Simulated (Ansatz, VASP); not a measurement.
**SiC: VASP beside Ansatz**

```
Si C
1.0
     3.01374    0.00000    0.00000
    -1.50687    2.60998    0.00000
     0.00000    0.00000    5.34095
Si C
2 2
Cartesian
  0.0000 1.7400 0.0244
  1.5069 0.8700 2.6949
  0.0000 1.7400 1.9522
  1.5069 0.8700 4.6227
```

Alike in both runs: task single point; functional PBE; k mesh 12 × 12 × 6; occupations gaussian, width 0.05 eV; no spin polarisation.

```csv
,VASP,Ansatz
version,VASP 6.6.1,Ansatz 0.2.0
potentials or method,"VASP PAW PBE potentials, release 64 (Si, C), cutoff 520 eV","scalar-relativistic, plane waves, PAW"
valence electrons in the cell,16,16
```

VASP gave:

| Item | Value |
| --- | --- |
| gap on the k mesh at the Fermi level (eV) | 1.37 |
| least direct gap on the mesh (eV) | 3.99 |
| pressure (GPa) | -0.2 |
| traceless stress, the component that is largest in VASP (GPa) | -23.80 |
| rms of the force components (eV/Å) | 0.468 |

Problem. Which values does Ansatz return?

Solution. gap on the k mesh at the Fermi level (eV): 1.38; least direct gap on the mesh (eV): 3.99; pressure (GPa): -0.1; traceless stress, the component that is largest in VASP (GPa): -23.70; rms of the force components (eV/Å): 0.467.

Atom by atom the forces differ by 0.001 eV/Å (rms over components).
